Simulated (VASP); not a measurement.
# Si (I4/mmm) in VASP: further runs, part 2 of 2

VASP 6.6.1.

## (3) Single point, LDA (strain +0.015 along x and y, -0.015 along z)

INCAR reads:

```
PREC = Accurate
ENCUT = 520
EDIFF = 1E-6
ISMEAR = 0
SIGMA = 0.15
LREAL = False
LASPH = True
NELM = 100
ALGO = Normal
ISIF = 2
LWAVE = False
LCHARG = False
GGA = CA
NBANDS = 8
```

KPOINTS reads:

```
Automatic mesh
0
Gamma
  28 28 28
```

POSCAR reads:

```
Si
1.0
   -1.6601978850      1.6601978850      1.2852401055
    1.6601978850     -1.6601978850      1.2852401055
    1.6601978850      1.6601978850     -1.2852401055
Si
1
Direct
    0.0000000000      0.0000000000      0.0000000000
```

Potentials or basis: VASP PAW LDA potentials, release 64 (Si).

Run with:

```console
cat potpaw_LDA.64/Si/POTCAR > POTCAR
mpirun -np 1 vasp_std > vasp.out
```

OUTCAR:

```text
PREC = Accurate
   ENCUT = 520
   EDIFF = 1E-6
   ISMEAR = 0
   LREAL = False
   LASPH = True
   NELM = 100
   ISIF = 2
   GGA = CA

 ion  position               nearest neighbor table
   1  0.000  0.000  0.000-

  LATTYP: Found a body centered tetragonal cell.
 ALAT       =     3.3203957700
 C/A-ratio  =     0.7741487428

  Lattice vectors:

 A1 = (  -1.6601978850,   1.6601978850,   1.2852401055)
 A2 = (   1.6601978850,  -1.6601978850,   1.2852401055)
 A3 = (   1.6601978850,   1.6601978850,  -1.2852401055)

Analysis of symmetry for initial positions (statically):
=====================================================================
 Subroutine PRICEL returns:
 Original cell was already a primitive cell.

 Routine SETGRP: Setting up the symmetry group for a
 body centered tetragonal supercell.

 Subroutine GETGRP returns: Found 16 space group operations
 (whereof 16 operations were pure point group operations)
 out of a pool of 16 trial point group operations.

The static configuration has the point symmetry D_4h.

Analysis of symmetry for dynamics (positions and initial velocities):
[... 159 lines left out ...]
 val. band max:       10.3447812732   @ k =  -0.2143   0.3571   0.1786
 cond. band min:      10.3486197068   @ k =   0.5000   0.2143   0.0000
 fundamental gap:      0.0038384336
 Fermi energy:        10.3466674752

 k-point     1 :       0.0000    0.0000    0.0000
  band No.  band energies     occupation
      1      -4.2235      2.00000
      2      19.3096      0.00000
      3      19.6324      0.00000
      4      19.6324      0.00000
      5      22.5108      0.00000
      6      24.5404      0.00000
      7      26.2833      0.00000
      8      26.2833      0.00000
[... 243 lines left out ...]
 k-point    24 :       0.3214    0.0357    0.0000
  band No.  band energies     occupation
      1      -0.0959      2.00000
      2      10.3194      1.20264
      3      15.2336      0.00000
      4      16.6267      0.00000
      5      18.0488      0.00000
      6      20.5236      0.00000
      7      26.9951      0.00000
      8      30.7316      0.00000

 [... further k-points ...]

------------------------ aborting loop because EDIFF is reached ----------------------------------------

  FORCE on cell =-STRESS in cart. coord.  units (eV):
  Direction    XX          YY          ZZ          XY          YZ          ZX
  --------------------------------------------------------------------------------------
  -------------------------------------------------------------------------------------
  Total       -0.1473971     -0.1473971     -0.0097379      0.0000000      0.0000000      0.0000000
  in kB      -16.6661545    -16.6661545     -1.1010646      0.0000000      0.0000000      0.0000000
  external PRESSURE =     -11.4777912 kB  Pullay stress =       0.0000000 kB

 VOLUME and BASIS-vectors are now :
 -----------------------------------------------------------------------------
  energy-cutoff  :      520.00
  volume of cell :       14.17
      direct lattice vectors                 reciprocal lattice vectors
    -1.660197885  1.660197885  1.285240106     0.000000000  0.301168918  0.389032367
     1.660197885 -1.660197885  1.285240106     0.301168918  0.000000000  0.389032367
     1.660197885  1.660197885 -1.285240106     0.301168918  0.301168918  0.000000000

 POSITION                                       TOTAL-FORCE (eV/Angst)
 -----------------------------------------------------------------------------------
      0.00000      0.00000      0.00000         0.000000      0.000000      0.000000
 -----------------------------------------------------------------------------------
    total drift:                                0.000000      0.000000     -0.000000

  FREE ENERGIE OF THE ION-ELECTRON SYSTEM (eV)
  ---------------------------------------------------
  free  energy   TOTEN  =        -5.5633194992 eV

  energy  without entropy=       -5.5585742798  energy(sigma->0) =       -5.56094689
```

stdout:

```text
POSCAR found type information on POSCAR Si
 POSCAR found :  1 types and       1 ions
 scaLAPACK will be used
 LDA part: xc-table for (Slater(with rela. corr.)+CA(PZ))
 , standard interpolation
 POSCAR, INCAR and KPOINTS ok, starting setup
 FFT: planning ... GRIDC
 FFT: planning ... GRID_SOFT
 FFT: planning ... GRID
 WAVECAR not read
 entering main loop
```

It took 55 s on 1 thread of Intel Xeon Platinum 8559C (Emerald Rapids), shared host; peak memory 0.25 GiB.

Results:

```yaml
Free_energy: -5.5633 eV
Pressure: -1.1 GPa
Band_gap_on_the_k_mesh: zero (band 2 reaches 19.61 eV, above the bottom of band 3 at 6.80 eV)
```

Levels at points of the mesh, in eV from the Fermi level:
| k point | band 1 | band 2 | band 3 | band 4 | band 5 |
| --- | --- | --- | --- | --- | --- |
| (0.00, 0.00, 0.00) | -14.57 | 8.96 | 9.29 | 9.29 | 12.16 |
| (0.50, 0.00, 0.00) | -6.23 | -5.74 | 4.63 | 6.14 | 6.16 |
| (0.50, 0.50, 0.00) | -8.80 | -7.37 | 9.82 | 11.75 | 11.88 |
| (0.50, 0.50, 0.50) | -2.71 | -2.71 | -2.27 | 1.10 | 5.38 |

Caveat: the cell differs from its parent crystal (strain +0.015 along x and y, -0.015 along z).

## (4) Single point, LDA (strain +0.000 along x and y, +0.030 along z)

INCAR reads:

```
  ALGO = Normal
  EDIFF = 1E-6
  ENCUT = 520
  ISIF = 2
  ISMEAR = 0
  LASPH = T
  LCHARG = F
  LREAL = F
  LWAVE = F
  NBANDS = 8
  NELM = 60
  PREC = Accurate
  SIGMA = 0.15
```

KPOINTS reads:

```
k-points
0
Gamma
  28 28 28
```

POSCAR reads:

```
Si
1.0
   -1.6356629409      1.6356629409      1.3439566585
    1.6356629409     -1.6356629409      1.3439566585
    1.6356629409      1.6356629409     -1.3439566585
Si
1
Direct
    0.0000000000      0.0000000000      0.0000000000
```

Run with:

```console
cat potpaw_LDA.64/Si/POTCAR > POTCAR
mpirun -np 1 vasp_std > vasp.out
```

It took 54 s on 1 thread of Intel Xeon Platinum 8559C (Emerald Rapids), shared host; peak memory 0.25 GiB.

It converged, with:

```yaml
Free_energy: -5.5610 eV
Pressure: -2.8 GPa
Band_gap_on_the_k_mesh: zero (band 2 reaches 19.95 eV, above the bottom of band 3 at 6.56 eV)
```

Stress tensor (GPa, compression positive):
```
-2.29  0.00  0.00
 0.00 -2.29  0.00
 0.00  0.00 -3.93
```

Levels at points of the mesh, in eV from the Fermi level:
```
           k point  band 1  band 2  band 3  band 4  band 5
(0.00, 0.00, 0.00)  -14.41    9.70    9.90    9.90   13.05
(0.50, 0.00, 0.00)   -6.27   -6.09    4.65    6.42    6.48
(0.50, 0.50, 0.00)   -8.34   -7.13    8.44   11.13   11.16
(0.50, 0.50, 0.50)   -2.22   -2.22   -1.42    1.41    3.73
```

Caveat: the cell differs from its parent crystal (strain +0.000 along x and y, +0.030 along z).

## (5) Overview

| cell | gap on the mesh (eV) | pressure (GPa) |
| --- | --- | --- |
| a = 2.665 Å, angles 104.3, 104.3, 120.4°, 1 atom | none | -1.5 |
| a = 2.677 Å, angles 103.3, 103.3, 122.6°, 1 atom | none | -1.1 |
| a = 2.675 Å, angles 104.6, 104.6, 119.7°, 1 atom | none | -2.8 |

Alike in all rows: task single point; level LDA; potentials or basis VASP PAW LDA potentials, release 64 (Si); no spin polarisation; k mesh 28 × 28 × 28; cutoff (eV) 520; smearing gaussian 0.15 eV.

Total energies depend on the potentials used, so only differences within one code and one set of settings carry meaning.
